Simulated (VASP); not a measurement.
# MgO (MgO (100), 1 layers) in VASP: density of states with PBE

Aim: the density of states of MgO (MgO (100), 1 layers) with PBE.

Program: VASP 6.6.1. These are calculated values, not measurements. Logs are shortened: lines on timing, memory, paths and dates and some standing lists are left out, and cuts for length are marked.

## (1) The cell of the first run

The cell holds a slab with vacuum, 2 atoms: a = 3.008 Å, b = 3.008 Å, c = 16.000 Å, α = 90.00°, β = 90.00°, γ = 90.00°.

## (2) Density of states, PBE

Contents of POSCAR:

```
MgO
1.0
    3.0079491112      0.0000000000      0.0000000000
    0.0000000000      3.0079491112      0.0000000000
    0.0000000000      0.0000000000     16.0000000000
Mg O
1 1
Direct
    0.2500000000      0.2500000000      0.5000000000
    0.7500000000      0.7500000000      0.5000000000
```

Contents of INCAR.step1:

```
  PREC = Accurate
  ENCUT = 520
  EDIFF = 1E-7
  ISMEAR = -1
  SIGMA = 0.02
  LREAL = F
  LASPH = T
  NELM = 100
  ALGO = Normal
  ISIF = 2
  LWAVE = F
  LCHARG = T
  LDIPOL = T
  IDIPOL = 3
  DIPOL = 0.5 0.5 0.500
  GGA = PE
  NBANDS = 11
```

Contents of KPOINTS.step1:

```
Automatic mesh
0
Gamma
  10 10 1
```

Contents of INCAR.step2:

```
  PREC = Accurate
  ENCUT = 520
  EDIFF = 1E-7
  ISMEAR = -5
  SIGMA = 0.02
  LREAL = F
  LASPH = T
  NELM = 100
  ALGO = Normal
  ISIF = 2
  LWAVE = F
  LCHARG = F
  LDIPOL = T
  IDIPOL = 3
  DIPOL = 0.5 0.5 0.500
  GGA = PE
  LORBIT = 11
  NBANDS = 11
  NEDOS = 1001
  ICHARG = 11
```

Contents of KPOINTS.step2:

```
Automatic mesh
0
Gamma
  15 15 1
```

Potentials or basis: VASP PAW PBE potentials, release 64 (Mg, O).

Command:

```
> cat potpaw_PBE.64/Mg/POTCAR potpaw_PBE.64/O/POTCAR > POTCAR
> cp INCAR.step1 INCAR
> cp KPOINTS.step1 KPOINTS
> mpirun -np 1 vasp_std > vasp.out
> cp INCAR.step2 INCAR
> cp KPOINTS.step2 KPOINTS
> mpirun -np 1 vasp_std > vasp.out
```

OUTCAR:

```text
PREC = Accurate
   ENCUT = 520
   EDIFF = 1E-7
   ISMEAR = -5
   LREAL = F
   LASPH = T
   NELM = 100
   ISIF = 2
   GGA = PE
   LORBIT = 11
   ICHARG = 11

 ion  position               nearest neighbor table
   1  0.250  0.250  0.500-   2 2.13   2 2.13   2 2.13   2 2.13
   2  0.750  0.750  0.500-   1 2.13   1 2.13   1 2.13   1 2.13

  LATTYP: Found a simple tetragonal cell.
 ALAT       =     3.0079491112
 C/A-ratio  =     5.3192389261

  Lattice vectors:

 A1 = (   3.0079491112,   0.0000000000,   0.0000000000)
 A2 = (   0.0000000000,   3.0079491112,   0.0000000000)
 A3 = (   0.0000000000,   0.0000000000,  16.0000000000)

Analysis of symmetry for initial positions (statically):
=====================================================================
 Subroutine PRICEL returns:
 Original cell was already a primitive cell.

 Routine SETGRP: Setting up the symmetry group for a
 simple tetragonal supercell.

 Subroutine GETGRP returns: Found 16 space group operations
 (whereof  4 operations were pure point group operations)
 out of a pool of 16 trial point group operations.

The static configuration has the point symmetry C_2v.
 The point group associated with its full space group is D_4h.

Analysis of symmetry for dynamics (positions and initial velocities):
=====================================================================
 Subroutine PRICEL returns:
 Original cell was already a primitive cell.

 Routine SETGRP: Setting up the symmetry group for a
 simple tetragonal supercell.

 Subroutine GETGRP returns: Found 16 space group operations
 (whereof  4 operations were pure point group operations)
 out of a pool of 16 trial point group operations.

The dynamic configuration has the point symmetry C_2v.
 The point group associated with its full space group is D_4h.

 Subroutine INISYM returns: Found 16 space group operations
 (whereof  4 operations are pure point group operations),
 and found     1 'primitive' translations

----------------------------------------------------------------------------------------

                                     Primitive cell

  volume of cell :     144.7641

  direct lattice vectors                    reciprocal lattice vectors
     3.007949111  0.000000000  0.000000000     0.332452433  0.000000000  0.000000000
     0.000000000  3.007949111  0.000000000     0.000000000  0.332452433  0.000000000
     0.000000000  0.000000000 16.000000000     0.000000000  0.000000000  0.062500000

  length of vectors
     3.007949111  3.007949111 16.000000000     0.332452433  0.332452433  0.062500000

  position of ions in fractional coordinates (direct lattice)
     0.250000000  0.250000000  0.500000000
     0.750000000  0.750000000  0.500000000

  ion indices of the primitive-cell ions
   primitive index   ion index
                 1           1
                 2           2

----------------------------------------------------------------------------------------

 KPOINTS: Automatic mesh

Automatic generation of k-mesh.
 Grid dimensions read from file:
 generate k-points for:   15   15    1

 Generating k-lattice:

  Cartesian coordinates                     Fractional coordinates (reciprocal lattice)
     0.022163496  0.000000000  0.000000000     0.066666667  0.000000000  0.000000000
     0.000000000  0.022163496  0.000000000     0.000000000  0.066666667  0.000000000
     0.000000000  0.000000000  0.062500000     0.000000000  0.000000000  1.000000000

  Length of vectors
     0.022163496  0.022163496  0.062500000

  Shift w.r.t. Gamma in fractional coordinates (k-lattice)
     0.000000000  0.000000000  0.000000000

 TETIRR: Found    321 inequivalent tetrahedra from     1350

 Subroutine IBZKPT returns following result:
 ===========================================

 Found     36 irreducible k-points:

 Following reciprocal coordinates:
            Coordinates               Weight
  0.000000  0.000000  0.000000      1.000000
  0.066667  0.000000  0.000000      4.000000
  0.133333  0.000000  0.000000      4.000000
  0.200000  0.000000  0.000000      4.000000
  0.266667  0.000000  0.000000      4.000000
  0.333333  0.000000  0.000000      4.000000
[... 16 lines left out ...]
  0.266667  0.200000  0.000000      8.000000
  0.333333  0.200000  0.000000      8.000000
 [... further k-points ...]
   k-points           NKPTS =     36   k-points in BZ     NKDIM =     36   number of bands    NBANDS=     11
   number of dos      NEDOS =   1001   number of ions     NIONS =      2
   total plane-waves  NPLWV =  69120
   dimension x,y,z NGX =    24 NGY =   24 NGZ =  120
   dimension x,y,z NGXF=    48 NGYF=   48 NGZF=  240
   ions per type =               1   1
   NGX,Y,Z   is equivalent  to a cutoff of  13.26, 13.26, 12.47 a.u.
   NGXF,Y,Z  is equivalent  to a cutoff of  26.53, 26.53, 24.94 a.u.
 SYSTEM =  unknown system
   PREC   = accura    normal or accurate (medium, high low for compatibility)
   ISTART =      0    job   : 0-new  1-cont  2-samecut
   ICHARG =     11    charge: 1-file 2-atom 10-const
   ISPIN  =      1    spin polarized calculation?
   LNONCOLLINEAR =      F non collinear calculations
   LSORBIT =      F    spin-orbit coupling
   LASPH  =      T    aspherical Exc in radial PAW
   ENCUT  =  520.0 eV  38.22 Ry    6.18 a.u.   5.59  5.59 29.75*2*pi/ulx,y,z
   NELM   =    100;   NELMIN=  2; NELMDL=  0     # of ELM steps
   EDIFF  = 0.1E-06   stopping-criterion for ELM
   LREAL  =      F    real-space projection
   EDIFFG = 0.1E-05   stopping-criterion for IOM
   NSW    =      0    number of steps for IOM
   IBRION =     -1    ionic relax: 0-MD 1-quasi-New 2-CG
   NFREE  =      0    steps in history (QN), initial steepest desc. (CG)
   ISIF   =      2    stress and relaxation
   ISYM   =      2    0-nonsym 1-usesym 2-fastsym
   POTIM  = 0.5000    time-step for ionic-motion
   TEBEG  =    0.0;   TEEND  =   0.0 temperature during run
   PSTRESS=    0.0 pullay stress
   NELECT =       8.0000    total number of electrons
   NUPDOWN=      -1.0000    fix difference up-down
   EMIN   =  10.00;   EMAX   =-10.00  energy-range for DOS
   EFERMI =   0.00;   METHOD = LEGACY
   ISMEAR =    -5;   SIGMA  =   0.02  broadening in eV -4-tet -1-fermi 0-gaus
   EFERMI_NEDOS =   21; number of points for ismear=-14 and -15
   IALGO  =     38    algorithm
   IMIX   =      4    mixing-type and parameters
     AMIX     =   0.40;   BMIX     =  1.00
     AMIX_MAG =   1.60;   BMIX_MAG =  1.00
  volume/ion in A,a.u.               =      72.38       488.46
  Fermi-wavevector in a.u.,A,eV,Ry     =   0.623569  1.178375  5.290466  0.388838
  Thomas-Fermi vector in A             =   1.683822
   LORBIT       =     11    0 simple, 1 ext, 2 COOP (PROOUT), +10 PAW based schemes
   GGA     = PE    functional components
   LHFCALC =     F    Hartree Fock is set to
   AEXX    =    0.0000 exact exchange contribution
   IVDW    =     0    specifies the selected vdW correction
   LEPSILON=     F    determine dielectric tensor
   LRPA    =     F    only Hartree local field effects (RPA)
 non-spin polarized calculation
 Fermi weights with tetrahedron method with Bloechl corrections
  energy-cutoff  :      520.00
  volume of cell :      144.76
 maximum number of plane-waves:      3931
 NGX is ok and might be reduce to    24

 number of electron       7.9999995 magnetization

 dipolmoment           0.000000      0.000000     -0.000000 electrons x Angstroem

 Free energy of the ion-electron system (eV)
  ---------------------------------------------------
  ext. energy  EPLUGINS =         0.00000000
  ---------------------------------------------------
  free energy    TOTEN  =       -10.83972970 eV

  energy without entropy =      -10.83972970  energy(sigma->0) =      -10.83972970

 E-fermi :  -3.8232     XC(G=0):  -2.4182

 val. band max:       -3.8260144302   @ k =   0.4667   0.4667   0.0000
 cond. band min:      -1.2901289141   @ k =   0.0000   0.0000   0.0000
 fundamental gap:      2.5358855161
 Fermi energy:        -3.8232347354

 k-point     1 :       0.0000    0.0000    0.0000
  band No.  band energies     occupation
      1     -19.6617      2.00000
      2      -5.3602      2.00000
      3      -4.1857      2.00000
      4      -4.1857      2.00000
      5      -1.2901      0.00000
      6       0.5576      0.00000
      7       1.1437      0.00000
      8       2.4913      0.00000
      9       2.5303      0.00000
     10       5.1220      0.00000
     11       5.2626      0.00000

 k-point     2 :       0.0667    0.0000    0.0000
  band No.  band energies     occupation
      1     -19.6420      2.00000
      2      -5.3263      2.00000
      3      -4.3846      2.00000
      4      -4.1822      2.00000
      5      -1.1419      0.00000
      6       0.6120      0.00000
      7       1.2245      0.00000
      8       2.5462      0.00000
      9       2.6201      0.00000
     10       5.1678      0.00000
     11       5.3508      0.00000

 k-point     3 :       0.1333    0.0000    0.0000
  band No.  band energies     occupation
      1     -19.5854      2.00000
      2      -5.2282      2.00000
      3      -4.8729      2.00000
      4      -4.1721      2.00000
      5      -0.7719      0.00000
      6       0.7715      0.00000
      7       1.4626      0.00000
      8       2.7098      0.00000
      9       2.8809      0.00000
     10       5.3019      0.00000
     11       5.6064      0.00000

 k-point     4 :       0.2000    0.0000    0.0000
  band No.  band energies     occupation
      1     -19.5001      2.00000
      2      -5.4762      2.00000
      3      -5.0768      2.00000
      4      -4.1571      2.00000
      5      -0.2734      0.00000
      6       1.0245      0.00000
      7       1.8498      0.00000
      8       2.9782      0.00000
      9       3.2945      0.00000
     10       5.5109      0.00000
     11       6.0093      0.00000

 k-point     5 :       0.2667    0.0000    0.0000
  band No.  band energies     occupation
      1     -19.3989      2.00000
      2      -6.0728      2.00000
      3      -4.8917      2.00000
      4      -4.1398      2.00000
      5       0.3246      0.00000
      6       1.3478      0.00000
      7       2.3801      0.00000
      8       3.3450      0.00000
      9       3.8449      0.00000
     10       5.7507      0.00000
     11       6.5294      0.00000
[... 211 lines left out ...]
 k-point    21 :       0.4667    0.1333    0.0000
  band No.  band energies     occupation
      1     -19.1252      2.00000
      2      -7.0193      2.00000
      3      -4.5449      2.00000
      4      -4.3549      2.00000
      5       2.4944      0.00000
      6       2.9538      0.00000
      7       4.1080      0.00000
      8       4.8182      0.00000
      9       5.1186      0.00000
     10       6.0164      0.00000
     11       6.1951      0.00000

 k-point    22 :       0.2000    0.2000    0.0000
  band No.  band energies     occupation
      1     -19.3579      2.00000
      2      -5.5469      2.00000
      3      -5.0455      2.00000
      4      -4.8146      2.00000
      5       0.5562      0.00000
      6       1.4889      0.00000
      7       2.5397      0.00000
      8       3.5085      0.00000
      9       4.0237      0.00000
     10       6.0154      0.00000
     11       6.7333      0.00000

 k-point    23 :       0.2667    0.2000    0.0000
  band No.  band energies     occupation
      1     -19.2694      2.00000
      2      -5.9320      2.00000
      3      -5.1139      2.00000
      4      -4.6450      2.00000
      5       1.0865      0.00000
      6       1.8197      0.00000
      7       3.0585      0.00000
      8       3.9141      0.00000
      9       4.5384      0.00000
     10       6.3488      0.00000
     11       7.1753      0.00000

 k-point    24 :       0.3333    0.2000    0.0000
  band No.  band energies     occupation
      1     -19.1820      2.00000
      2      -6.3652      2.00000
      3      -5.0652      2.00000
      4      -4.4723      2.00000
      5       1.7143      0.00000
      6       2.1987      0.00000
      7       3.7135      0.00000
      8       4.4148      0.00000
      9       5.1482      0.00000
     10       6.4976      0.00000
     11       6.6356      0.00000

 [... further k-points ...]

------------------------ aborting loop because EDIFF is reached ----------------------------------------

 vacuum level on the upper side and lower side of the slab       (xc-potential included)        -0.049        -0.049

  FORCE on cell =-STRESS in cart. coord.  units (eV):
  Direction    XX          YY          ZZ          XY          YZ          ZX
  --------------------------------------------------------------------------------------
  -------------------------------------------------------------------------------------
  Total       -3.9669040     -3.9669040     -0.0218003      0.0000000      0.0000000      0.0000000
  in kB      -43.9037202    -43.9037202     -0.2412753      0.0000000      0.0000000      0.0000000
  external PRESSURE =     -29.3495719 kB  Pullay stress =       0.0000000 kB

 VOLUME and BASIS-vectors are now :
 -----------------------------------------------------------------------------
  energy-cutoff  :      520.00
  volume of cell :      144.76
      direct lattice vectors                 reciprocal lattice vectors
     3.007949111  0.000000000  0.000000000     0.332452433  0.000000000  0.000000000
     0.000000000  3.007949111  0.000000000     0.000000000  0.332452433  0.000000000
     0.000000000  0.000000000 16.000000000     0.000000000  0.000000000  0.062500000

 POSITION                                       TOTAL-FORCE (eV/Angst)
 -----------------------------------------------------------------------------------
      0.75199      0.75199      8.00000        -0.000000      0.000000      0.000000
      2.25596      2.25596      8.00000         0.000000     -0.000000      0.000000
 -----------------------------------------------------------------------------------
    total drift:                                0.000000     -0.000000     -0.000000

  FREE ENERGIE OF THE ION-ELECTRON SYSTEM (eV)
  ---------------------------------------------------
  free  energy   TOTEN  =       -10.8397296959 eV

  energy  without entropy=      -10.8397296959  energy(sigma->0) =      -10.83972970

 vacuum level on the upper side and lower side of the slab         1.061         1.061

 total charge

# of ion       s       p       d       tot
------------------------------------------
    1        0.136   0.130   0.048   0.315
    2        1.544   3.440   0.000   4.984
--------------------------------------------------
tot          1.680   3.571   0.048   5.299
```

Run time: 50 s. Hardware: 1 thread of Intel Xeon Platinum 8259CL at 2.50GHz (Skylake/Cascade Lake), shared host; peak memory 0.25 GiB.

Results:

```
Valence electrons inside the program's atomic spheres : Mg 0.32; O 4.98
```
